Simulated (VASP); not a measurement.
# SnO2 (P4_2/mnm) in VASP: single point with r2SCAN

Aim: the single point of SnO2 with r2SCAN.

Everything below comes from runs of VASP 6.6.1. Logs are shortened: lines on timing, memory, paths and dates and some standing lists are left out, and cuts for length are marked.

## 1. The cell of the first run

Symmetry: P4_2/mnm, No. 136, tetragonal system. The conventional cell has a = 4.713 Å, b = 4.713 Å, c = 3.168 Å, α = 90.00°, β = 90.00°, γ = 90.00°. Sn (site symmetry mmm) has 6 O at 2.03 to 2.05 Å within 2.7 Å. O (site symmetry m2m) has 3 Sn at 2.03 to 2.05 Å and 1 O at 2.60 Å within 2.7 Å.

## 2. Single point, r2SCAN (strain -1.0%)

POSCAR

```
SnO2
1.0
    4.7129679872      0.0000000000      0.0000000000
    0.0000000000      4.7129679872      0.0000000000
    0.0000000000      0.0000000000      3.1680794684
Sn O
2 4
Direct
    0.0000000000      0.0000000000      0.0000000000
    0.5000000000      0.5000000000      0.5000000000
    0.3052457883      0.3052457883      0.0000000000
    0.1947542117      0.8052457883      0.5000000000
    0.8052457883      0.1947542117      0.5000000000
    0.6947542117      0.6947542117      0.0000000000
```

INCAR.step1

```
  PREC = Accurate
  ENCUT = 520
  ISMEAR = 0
  SIGMA = 0.01
  LREAL = False
  LASPH = True
  NELM = 100
  NBANDS = 35
  GGA = PE
  ALGO = Normal
  EDIFF = 1E-4
  LWAVE = True
  LCHARG = False
```

INCAR.step2

```
  PREC = Accurate
  ENCUT = 520
  EDIFF = 1E-6
  ISMEAR = 0
  SIGMA = 0.01
  LREAL = False
  LASPH = True
  NELM = 100
  ALGO = Normal
  ISIF = 2
  LWAVE = False
  LCHARG = False
  METAGGA = R2SCAN
  LMIXTAU = True
  NBANDS = 35
  ISTART = 1
```

KPOINTS

```
regular mesh
0
Gamma
  6 6 8
```

Potentials or basis: VASP PAW PBE potentials, release 64 (Sn_d, O).

On the command line:

```bash
$ cat potpaw_PBE.64/Sn_d/POTCAR potpaw_PBE.64/O/POTCAR > POTCAR
$ cp INCAR.step1 INCAR
$ mpirun -np 1 vasp_std > vasp.out
$ cp INCAR.step2 INCAR
$ mpirun -np 1 vasp_std > vasp.out
```

OUTCAR:

```text
PREC = Accurate
   ENCUT = 520
   EDIFF = 1E-6
   ISMEAR = 0
   LREAL = False
   LASPH = True
   NELM = 100
   ISIF = 2
   METAGGA = R2SCAN
   ISTART = 1

 ion  position               nearest neighbor table
   1  0.000  0.000  0.000-   3 2.03   6 2.03   5 2.05   4 2.05   4 2.05   5 2.05   2 3.69   2 3.69
                             2 3.69   2 3.69   2 3.69   2 3.69   2 3.69   2 3.69
   2  0.500  0.500  0.500-   4 2.03   5 2.03   3 2.05   6 2.05   3 2.05   6 2.05   1 3.69   1 3.69
                             1 3.69   1 3.69   1 3.69   1 3.69   1 3.69   1 3.69
   3  0.305  0.305  0.000-   1 2.03   2 2.05   2 2.05
   4  0.195  0.805  0.500-   2 2.03   1 2.05   1 2.05
   5  0.805  0.195  0.500-   2 2.03   1 2.05   1 2.05
   6  0.695  0.695  0.000-   1 2.03   2 2.05   2 2.05

  LATTYP: Found a simple tetragonal cell.
 ALAT       =     4.7129679872
 C/A-ratio  =     0.6722047502

  Lattice vectors:

 A1 = (   4.7129679872,   0.0000000000,   0.0000000000)
 A2 = (   0.0000000000,   4.7129679872,   0.0000000000)
 A3 = (   0.0000000000,   0.0000000000,   3.1680794684)

Analysis of symmetry for initial positions (statically):
=====================================================================
 Subroutine PRICEL returns:
 Original cell was already a primitive cell.

 Routine SETGRP: Setting up the symmetry group for a
 simple tetragonal supercell.

 Subroutine GETGRP returns: Found 16 space group operations
 (whereof  8 operations were pure point group operations)
 out of a pool of 16 trial point group operations.

The static configuration has the point symmetry D_2h.
 The point group associated with its full space group is D_4h.

Analysis of symmetry for dynamics (positions and initial velocities):
=====================================================================
 Subroutine PRICEL returns:
 Original cell was already a primitive cell.

 Routine SETGRP: Setting up the symmetry group for a
 simple tetragonal supercell.

 Subroutine GETGRP returns: Found 16 space group operations
 (whereof  8 operations were pure point group operations)
 out of a pool of 16 trial point group operations.

The dynamic configuration has the point symmetry D_2h.
 The point group associated with its full space group is D_4h.

 Subroutine INISYM returns: Found 16 space group operations
 (whereof  8 operations are pure point group operations),
 and found     1 'primitive' translations

----------------------------------------------------------------------------------------

                                     Primitive cell

  volume of cell :      70.3696

  direct lattice vectors                    reciprocal lattice vectors
     4.712967987  0.000000000  0.000000000     0.212180520  0.000000000  0.000000000
     0.000000000  4.712967987  0.000000000     0.000000000  0.212180520  0.000000000
     0.000000000  0.000000000  3.168079468     0.000000000  0.000000000  0.315648648

  length of vectors
     4.712967987  4.712967987  3.168079468     0.212180520  0.212180520  0.315648648

  position of ions in fractional coordinates (direct lattice)
     0.000000000  0.000000000  0.000000000
     0.500000000  0.500000000  0.500000000
     0.305245788  0.305245788  0.000000000
     0.194754212  0.805245788  0.500000000
     0.805245788  0.194754212  0.500000000
     0.694754212  0.694754212  0.000000000

  ion indices of the primitive-cell ions
   primitive index   ion index
                 1           1
                 2           2
                 3           3
                 4           4
                 5           5
                 6           6

----------------------------------------------------------------------------------------

 KPOINTS: regular mesh

Automatic generation of k-mesh.
 Grid dimensions read from file:
 generate k-points for:    6    6    8

 Generating k-lattice:

  Cartesian coordinates                     Fractional coordinates (reciprocal lattice)
     0.035363420  0.000000000  0.000000000     0.166666667  0.000000000  0.000000000
     0.000000000  0.035363420  0.000000000     0.000000000  0.166666667  0.000000000
     0.000000000  0.000000000  0.039456081     0.000000000  0.000000000  0.125000000

  Length of vectors
     0.035363420  0.035363420  0.039456081

  Shift w.r.t. Gamma in fractional coordinates (k-lattice)
     0.000000000  0.000000000  0.000000000

 Subroutine IBZKPT returns following result:
 ===========================================

 Found     50 irreducible k-points:

 Following reciprocal coordinates:
            Coordinates               Weight
  0.000000  0.000000  0.000000      1.000000
  0.166667  0.000000  0.000000      4.000000
  0.333333  0.000000  0.000000      4.000000
  0.500000  0.000000  0.000000      2.000000
  0.166667  0.166667  0.000000      4.000000
  0.333333  0.166667  0.000000      8.000000
[... 16 lines left out ...]
  0.333333  0.000000  0.250000      8.000000
  0.500000  0.000000  0.250000      4.000000
 [... further k-points ...]
   k-points           NKPTS =     50   k-points in BZ     NKDIM =     50   number of bands    NBANDS=     35
   number of dos      NEDOS =    301   number of ions     NIONS =      6
   total plane-waves  NPLWV =  31104
   dimension x,y,z NGX =    36 NGY =   36 NGZ =   24
   dimension x,y,z NGXF=    72 NGYF=   72 NGZF=   48
   ions per type =               2   4
   NGX,Y,Z   is equivalent  to a cutoff of  12.70, 12.70, 12.59 a.u.
   NGXF,Y,Z  is equivalent  to a cutoff of  25.40, 25.40, 25.19 a.u.
 SYSTEM =  unknown system
   PREC   = accura    normal or accurate (medium, high low for compatibility)
   ISTART =      1    job   : 0-new  1-cont  2-samecut
   ICHARG =      0    charge: 1-file 2-atom 10-const
   ISPIN  =      1    spin polarized calculation?
   LNONCOLLINEAR =      F non collinear calculations
   LSORBIT =      F    spin-orbit coupling
   LASPH  =      T    aspherical Exc in radial PAW
   ENCUT  =  520.0 eV  38.22 Ry    6.18 a.u.   8.76  8.76  5.89*2*pi/ulx,y,z
   NELM   =    100;   NELMIN=  2; NELMDL=  0     # of ELM steps
   EDIFF  = 0.1E-05   stopping-criterion for ELM
   LREAL  =      F    real-space projection
[... 7 lines left out ...]
   TEBEG  =    0.0;   TEEND  =   0.0 temperature during run
   PSTRESS=    0.0 pullay stress
   NELECT =      52.0000    total number of electrons
   NUPDOWN=      -1.0000    fix difference up-down
   EMIN   =  10.00;   EMAX   =-10.00  energy-range for DOS
   EFERMI =   0.00;   METHOD = LEGACY
   ISMEAR =     0;   SIGMA  =   0.01  broadening in eV -4-tet -1-fermi 0-gaus
   EFERMI_NEDOS =   21; number of points for ismear=-14 and -15
   IALGO  =     38    algorithm
   IMIX   =      4    mixing-type and parameters
     AMIX     =   0.40;   BMIX     =  1.00
     AMIX_MAG =   1.60;   BMIX_MAG =  1.00
  volume/ion in A,a.u.               =      11.73        79.15
  Fermi-wavevector in a.u.,A,eV,Ry     =   1.480065  2.796918 29.804838  2.190594
  Thomas-Fermi vector in A             =   2.594146
   LORBIT       =      0    0 simple, 1 ext, 2 COOP (PROOUT), +10 PAW based schemes
   METAGGA = R2SCAN    functional components
   LHFCALC =     F    Hartree Fock is set to
   AEXX    =    0.0000 exact exchange contribution
   IVDW    =     0    specifies the selected vdW correction
   LEPSILON=     F    determine dielectric tensor
   LRPA    =     F    only Hartree local field effects (RPA)
 non-spin polarized calculation
 Gauss-broadening in eV      SIGMA  =   0.01
  energy-cutoff  :      520.00
  volume of cell :       70.37
 maximum number of plane-waves:      1916
 NGX is ok and might be reduce to    36
   NGX = 17   NGY = 17   NGZ = 11

 number of electron      51.9999979 magnetization

 Free energy of the ion-electron system (eV)
  ---------------------------------------------------
  ext. energy  EPLUGINS =         0.00000000
  ---------------------------------------------------
  free energy    TOTEN  =       -84.56541420 eV

  energy without entropy =      -84.56541420  energy(sigma->0) =      -84.56541420

 E-fermi :   6.0540     XC(G=0): -12.1435

 val. band max:        5.9117855931   @ k =   0.0000   0.0000   0.0000
 cond. band min:       8.0644387129   @ k =   0.0000   0.0000   0.0000
 fundamental gap:      2.1526531198
 Fermi energy:         6.0540279231

 k-point     1 :       0.0000    0.0000    0.0000
  band No.  band energies     occupation
      1     -15.8906      2.00000
      2     -14.9109      2.00000
      3     -14.5355      2.00000
      4     -14.5355      2.00000
      5     -14.5114      2.00000
      6     -14.5093      2.00000
[... 27 lines left out ...]
     34      19.4218      0.00000
     35      19.6142      0.00000

 k-point     2 :       0.1667    0.0000    0.0000
  band No.  band energies     occupation
      1     -15.8401      2.00000
      2     -14.9654      2.00000
      3     -14.5585      2.00000
      4     -14.5336      2.00000
      5     -14.5335      2.00000
      6     -14.5146      2.00000
[... 27 lines left out ...]
     34      19.3460      0.00000
     35      19.5544      0.00000

 k-point     3 :       0.3333    0.0000    0.0000
  band No.  band energies     occupation
      1     -15.6917      2.00000
      2     -15.1799      2.00000
      3     -14.5748      2.00000
      4     -14.5298      2.00000
      5     -14.5296      2.00000
      6     -14.5258      2.00000
[... 27 lines left out ...]
     34      19.1960      0.00000
     35      19.4615      0.00000
[... 723 lines left out ...]
 k-point    23 :       0.3333    0.0000    0.2500
  band No.  band energies     occupation
      1     -15.5714      2.00000
      2     -15.3949      2.00000
      3     -14.9683      2.00000
      4     -14.6482      2.00000
      5     -14.4065      2.00000
      6     -14.3951      2.00000
[... 27 lines left out ...]
     34      19.2402      0.00000
     35      19.4013      0.00000

 k-point    24 :       0.5000    0.0000    0.2500
  band No.  band energies     occupation
      1     -15.5088      2.00000
      2     -15.5088      2.00000
      3     -14.7994      2.00000
      4     -14.7994      2.00000
      5     -14.3932      2.00000
      6     -14.3932      2.00000
[... 27 lines left out ...]
     34      19.3433      0.00000
     35      19.7714      0.00000

 [... further k-points ...]

------------------------ aborting loop because EDIFF is reached ----------------------------------------

  FORCE on cell =-STRESS in cart. coord.  units (eV):
  Direction    XX          YY          ZZ          XY          YZ          ZX
  --------------------------------------------------------------------------------------
  -------------------------------------------------------------------------------------
  Total        3.2219492      3.2219492      4.2218740      0.0000000      0.0000000      0.0000000
  in kB       73.3574501     73.3574501     96.1237720      0.0000000      0.0000000      0.0000000
  external PRESSURE =      80.9462241 kB  Pullay stress =       0.0000000 kB

 VOLUME and BASIS-vectors are now :
 -----------------------------------------------------------------------------
  energy-cutoff  :      520.00
  volume of cell :       70.37
      direct lattice vectors                 reciprocal lattice vectors
     4.712967987  0.000000000  0.000000000     0.212180520  0.000000000  0.000000000
     0.000000000  4.712967987  0.000000000     0.000000000  0.212180520  0.000000000
     0.000000000  0.000000000  3.168079468     0.000000000  0.000000000  0.315648648

 POSITION                                       TOTAL-FORCE (eV/Angst)
 -----------------------------------------------------------------------------------
      0.00000      0.00000      0.00000         0.000000      0.000000      0.000000
      2.35648      2.35648      1.58404         0.000000      0.000000      0.000000
      1.43861      1.43861      0.00000        -0.019050     -0.019050      0.000000
      0.91787      3.79510      1.58404         0.019050     -0.019050      0.000000
      3.79510      0.91787      1.58404        -0.019050      0.019050      0.000000
      3.27435      3.27435      0.00000         0.019050      0.019050      0.000000
 -----------------------------------------------------------------------------------
    total drift:                                0.000000      0.000000      0.000000

  FREE ENERGIE OF THE ION-ELECTRON SYSTEM (eV)
  ---------------------------------------------------
  free  energy   TOTEN  =       -84.5654141957 eV

  energy  without entropy=      -84.5654141957  energy(sigma->0) =      -84.56541420
```

Run time: 2 min. Hardware: 1 thread of Intel Xeon 6975P-C (Granite Rapids), shared host; peak memory 0.24 GiB.

What came out:

- Free energy: -84.5654 eV
- Pressure: 8.1 GPa
- Largest force: 0.027 eV/Å
- Band gap on the k mesh: 2.15 eV

Forces on the atoms (eV/Å):
```
Sn   0.000  0.000  0.000
Sn   0.000  0.000  0.000
O   -0.019 -0.019  0.000
O    0.019 -0.019  0.000
O   -0.019  0.019  0.000
O    0.019  0.019  0.000
```

Stress tensor (GPa, compression positive):
```
7.34 0.00 0.00
0.00 7.34 0.00
0.00 0.00 9.61
```

Caveat: the cell differs from its parent crystal (strain -1.0%); the cell stands under pressure; the structure was generated, so it needn't be the stable form of SnO2; the PAW data sets were made with another functional, which shifts forces and pressure a little; spin-orbit coupling is left out, which moves the levels of the heavy elements.
